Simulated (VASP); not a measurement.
# Ga9As7 (a cell with a defect) in VASP: single point with PBE

Aim: the single point of Ga9As7 (a cell with a defect) with PBE.

All numbers are computed with VASP 6.6.1; they aren't measurements. Logs are shortened: lines on timing, memory, paths and dates and some standing lists are left out, and cuts for length are marked.

### 1 The cell of the first run

The cell holds a defect, 16 atoms: a = 8.125 Å, b = 8.125 Å, c = 8.125 Å, α = 60.00°, β = 60.00°, γ = 60.00°.

### 2 Single point, PBE

The input, INCAR:

```
ALGO = Normal
EDIFF = 1E-6
ENCUT = 520
GGA = PE
ISIF = 2
ISMEAR = 0
LASPH = True
LCHARG = False
LREAL = Auto
LWAVE = False
NBANDS = 90
NELM = 60
PREC = Accurate
SIGMA = 0.02
```

The input, KPOINTS:

```
k-points
0
Gamma
  3 3 3
```

The input, POSCAR:

```
Ga9As7
1.0
    0.0000000000      5.7453846542     -5.7453846542
    5.7453846542      5.7453846542      0.0000000000
    5.7453846542      0.0000000000     -5.7453846542
Ga As
9 7
Direct
    0.4991984786      0.4990722439      0.0006018610
    0.4993226160     -0.0005015116     -0.0005031861
    0.9997604313      0.4990868874     -0.0005554459
    0.9997377753     -0.0005173884     -0.0005178286
    0.4992761158      0.4989706115      0.4989467272
    0.4992056219      0.0008117740      0.4989126283
    1.0009378011      0.4989565012      0.4989320145
    0.9997885290     -0.0005699094      0.4990631859
    0.3746823819      0.3744924079      0.3742947225
    0.3752572898      0.8738315067      0.3749622474
    0.8741427366      0.3749001380      0.3749157833
    0.8740631062      0.8738062194      0.3749470875
    0.3752328173      0.3749678548      0.8738035215
    0.3752034579      0.8738919416      0.8737599224
    0.8740730461      0.3749578246      0.8737869720
    0.8746412148      0.8743848593      0.8743742389
```

Potentials or basis: VASP PAW PBE potentials, release 64 (Ga_d, As).

Started as:

```bash
> cat potpaw_PBE.64/Ga_d/POTCAR potpaw_PBE.64/As/POTCAR > POTCAR
> mpirun -np 1 vasp_std > vasp.out
```

OUTCAR:

```text
EDIFF = 1E-6
   ENCUT = 520
   GGA = PE
   ISIF = 2
   ISMEAR = 0
   LASPH = True
   LREAL = Auto
   NELM = 60
   PREC = Accurate

 ion  position               nearest neighbor table
   1  0.499  0.499  0.001-   9 2.48  14 2.49  13 2.49  15 2.49
   2  0.499  0.999  0.999-  16 2.49  14 2.49  10 2.49  13 2.49
   3  1.000  0.499  0.999-  16 2.49  11 2.49  13 2.49  15 2.49
   4  1.000  0.999  0.999-  16 2.49  12 2.49  14 2.49  15 2.49
   5  0.499  0.499  0.499-   9 2.48  13 2.49  10 2.49  11 2.49
   6  0.499  0.001  0.499-   9 2.48  14 2.49  12 2.49  10 2.49
[... 8 lines left out ...]
  15  0.874  0.375  0.874-   7 2.49   1 2.49   3 2.49   4 2.49
  16  0.875  0.874  0.874-   3 2.49   4 2.49   8 2.49   2 2.49

  LATTYP: Found a face centered cubic cell.
 ALAT       =    11.4907693084

  Lattice vectors:

 A1 = (   0.0000000000,   5.7453846542,  -5.7453846542)
 A2 = (   5.7453846542,   5.7453846542,   0.0000000000)
 A3 = (   5.7453846542,   0.0000000000,  -5.7453846542)

Analysis of symmetry for initial positions (statically):
=====================================================================
 Subroutine PRICEL returns:
 Original cell was already a primitive cell.

 Routine SETGRP: Setting up the symmetry group for a
 face centered cubic supercell.

 Subroutine GETGRP returns: Found  1 space group operations
 (whereof  1 operations were pure point group operations)
 out of a pool of 48 trial point group operations.

The static configuration has the point symmetry C_1 .

Analysis of symmetry for dynamics (positions and initial velocities):
=====================================================================
 Subroutine PRICEL returns:
 Original cell was already a primitive cell.

 Routine SETGRP: Setting up the symmetry group for a
 face centered cubic supercell.

 Subroutine GETGRP returns: Found  1 space group operations
 (whereof  1 operations were pure point group operations)
 out of a pool of 48 trial point group operations.

The dynamic configuration has the point symmetry C_1 .

 Subroutine INISYM returns: Found  1 space group operations
 (whereof  1 operations are pure point group operations),
 and found     1 'primitive' translations

----------------------------------------------------------------------------------------

                                     Primitive cell

  volume of cell :     379.3039
[... 109 lines left out ...]
   NSW    =      0    number of steps for IOM
   IBRION =     -1    ionic relax: 0-MD 1-quasi-New 2-CG
   NFREE  =      0    steps in history (QN), initial steepest desc. (CG)
   ISIF   =      2    stress and relaxation
   ISYM   =      2    0-nonsym 1-usesym 2-fastsym
   POTIM  = 0.5000    time-step for ionic-motion
   TEBEG  =    0.0;   TEEND  =   0.0 temperature during run
   PSTRESS=    0.0 pullay stress
   NELECT =     152.0000    total number of electrons
   NUPDOWN=      -1.0000    fix difference up-down
   EMIN   =  10.00;   EMAX   =-10.00  energy-range for DOS
   EFERMI =   0.00;   METHOD = LEGACY
   ISMEAR =     0;   SIGMA  =   0.02  broadening in eV -4-tet -1-fermi 0-gaus
   EFERMI_NEDOS =   21; number of points for ismear=-14 and -15
   IALGO  =     38    algorithm
   IMIX   =      4    mixing-type and parameters
     AMIX     =   0.40;   BMIX     =  1.00
     AMIX_MAG =   1.60;   BMIX_MAG =  1.00
  volume/ion in A,a.u.               =      23.71       159.98
  Fermi-wavevector in a.u.,A,eV,Ry     =   1.206962  2.280827 19.820385  1.456757
  Thomas-Fermi vector in A             =   2.342614
   LORBIT       =      0    0 simple, 1 ext, 2 COOP (PROOUT), +10 PAW based schemes
   GGA     = PE    functional components
   LHFCALC =     F    Hartree Fock is set to
   AEXX    =    0.0000 exact exchange contribution
   IVDW    =     0    specifies the selected vdW correction
   LEPSILON=     F    determine dielectric tensor
   LRPA    =     F    only Hartree local field effects (RPA)
 non-spin polarized calculation
 Gauss-broadening in eV      SIGMA  =   0.02
  energy-cutoff  :      520.00
  volume of cell :      379.30
 maximum number of plane-waves:     10238
   NGX = 31   NGY = 31   NGZ = 31

 number of electron     151.9999926 magnetization

 Free energy of the ion-electron system (eV)
  ---------------------------------------------------
  ext. energy  EPLUGINS =         0.00000000
  ---------------------------------------------------
  free energy    TOTEN  =       -62.65983860 eV

  energy without entropy =      -62.65526805  energy(sigma->0) =      -62.65755332

 E-fermi :   3.6840     XC(G=0):  -9.4047

 val. band max:        3.5266188424   @ k =   0.3333   0.0000   0.3333
 cond. band min:       3.6898025634   @ k =   0.3333  -0.3333  -0.3333
 fundamental gap:      0.1631837210
 Fermi energy:         3.6840408026

 k-point     1 :       0.0000    0.0000    0.0000
  band No.  band energies     occupation
      1     -11.4446      2.00000
      2     -11.4195      2.00000
      3     -11.4194      2.00000
      4     -11.3981      2.00000
      5     -11.3980      2.00000
      6     -11.3980      2.00000
[... 1263 lines left out ...]
     87       7.3554      0.00000
     88       7.5105      0.00000
 [bands above 88 left out]

------------------------ aborting loop because EDIFF is reached ----------------------------------------

  FORCE on cell =-STRESS in cart. coord.  units (eV):
  Direction    XX          YY          ZZ          XY          YZ          ZX
  --------------------------------------------------------------------------------------
  -------------------------------------------------------------------------------------
  Total        1.4521368      1.4563714      1.4567200      0.0087778      0.0078608     -0.0041455
  in kB        6.1338164      6.1517037      6.1531762      0.0370774      0.0332039     -0.0175107
  external PRESSURE =       6.1462321 kB  Pullay stress =       0.0000000 kB

 VOLUME and BASIS-vectors are now :
 -----------------------------------------------------------------------------
  energy-cutoff  :      520.00
  volume of cell :      379.30
      direct lattice vectors                 reciprocal lattice vectors
     0.000000000  5.745384654 -5.745384654    -0.087026375  0.087026375 -0.087026375
     5.745384654  5.745384654  0.000000000     0.087026375  0.087026375  0.087026375
     5.745384654  0.000000000 -5.745384654     0.087026375 -0.087026375 -0.087026375

 POSITION                                       TOTAL-FORCE (eV/Angst)
 -----------------------------------------------------------------------------------
      2.87082      5.73545     -2.87155         0.001303     -0.008658     -0.003053
     11.48500      8.61130     -8.61129        -0.003569     -0.001809      0.001866
      8.60964      8.61145    -11.48620        -0.002900     -0.002057      0.002977
     11.48482     11.48629    -11.48629        -0.004000     -0.002796      0.003368
      5.73342      5.73531     -5.73517        -0.007722     -0.007317      0.007498
      2.87111      2.87279     -5.73457         0.001908      0.001979      0.008652
[... 8 lines left out ...]
      7.17452      7.17616    -10.04213         0.004265      0.003651     -0.008778
     10.04729     10.04883    -10.04877         0.006261      0.003336     -0.003267
 -----------------------------------------------------------------------------------
    total drift:                                0.045412      0.036304     -0.036372

  FREE ENERGIE OF THE ION-ELECTRON SYSTEM (eV)
  ---------------------------------------------------
  free  energy   TOTEN  =       -62.6598385981 eV

  energy  without entropy=      -62.6552680498  energy(sigma->0) =      -62.65755332
```

OSZICAR:

```text
N       E                     dE             d eps       ncg     rms          rms(c)
DAV:   1     0.164492836432E+04    0.16449E+04   -0.66152E+04  2826   0.247E+03
DAV:   2     0.305369857134E+03   -0.13396E+04   -0.12972E+04  2552   0.716E+02
DAV:   3    -0.311041190478E+02   -0.33647E+03   -0.32225E+03  3088   0.224E+02
DAV:   4    -0.614191115835E+02   -0.30315E+02   -0.29665E+02  2820   0.646E+01
DAV:   5    -0.635575749056E+02   -0.21385E+01   -0.21246E+01  3360   0.176E+01    0.761E+00
DAV:   6    -0.627411977218E+02    0.81638E+00   -0.18634E+00  3512   0.136E+01    0.431E+00
DAV:   7    -0.626464157376E+02    0.94782E-01   -0.11032E+00  3000   0.500E+00    0.122E+00
DAV:   8    -0.626553976291E+02   -0.89819E-02   -0.29799E-01  2816   0.569E+00    0.359E-01
DAV:   9    -0.626577222799E+02   -0.23247E-02   -0.46884E-02  2856   0.295E+00    0.156E-01
DAV:  10    -0.626591552557E+02   -0.14330E-02   -0.13983E-02  3520   0.982E-01    0.101E-01
DAV:  11    -0.626595455850E+02   -0.39033E-03   -0.41309E-03  2776   0.928E-01    0.446E-02
DAV:  12    -0.626597754093E+02   -0.22982E-03   -0.10251E-03  3112   0.375E-01    0.205E-02
DAV:  13    -0.626598236163E+02   -0.48207E-04   -0.35123E-04  2912   0.194E-01    0.991E-03
DAV:  14    -0.626598330681E+02   -0.94518E-05   -0.96623E-05  2960   0.134E-01    0.513E-03
DAV:  15    -0.626598370880E+02   -0.40198E-05   -0.38442E-05  3296   0.605E-02    0.330E-03
DAV:  16    -0.626598383627E+02   -0.12747E-05   -0.11039E-05  2336   0.260E-02    0.229E-03
DAV:  17    -0.626598385981E+02   -0.23541E-06   -0.26139E-06  1832   0.221E-02
   1 F= -.62659839E+02 E0= -.62657553E+02  d E =-.457055E-02
```

stdout:

```text
POSCAR found type information on POSCAR GaAs
 POSCAR found :  2 types and      16 ions
 scaLAPACK will be used
 LDA part: xc-table for (Slater+PW92), standard interpolation
 POSCAR, INCAR and KPOINTS ok, starting setup
 FFT: planning ... GRIDC
 FFT: planning ... GRID_SOFT
 FFT: planning ... GRID
 WAVECAR not read
 entering main loop
```

It took 11 min on 1 thread of AMD EPYC 9R45 (Zen 5), shared host; peak memory 0.61 GiB.

What came out:

| Item | Value |
| --- | --- |
| Free energy | -62.6598 eV |
| Pressure | 0.6 GPa |
| Largest force | 0.013 eV/Å |
| Band gap on the k mesh | zero (bands 76 and 77 overlap by 0.59 eV) |

Forces on the atoms (eV/Å):
```
Ga   0.001 -0.009 -0.003
Ga  -0.004 -0.002  0.002
Ga  -0.003 -0.002  0.003
Ga  -0.004 -0.003  0.003
Ga  -0.008 -0.007  0.007
Ga   0.002  0.002  0.009
Ga  -0.009  0.003 -0.003
Ga  -0.002 -0.003  0.002
Ga  -0.002 -0.003  0.002
As   0.005  0.003  0.003
As  -0.003  0.004 -0.003
As   0.004  0.009 -0.003
As   0.005 -0.003 -0.004
As   0.008  0.004 -0.004
As   0.004  0.004 -0.009
As   0.006  0.003 -0.003
```
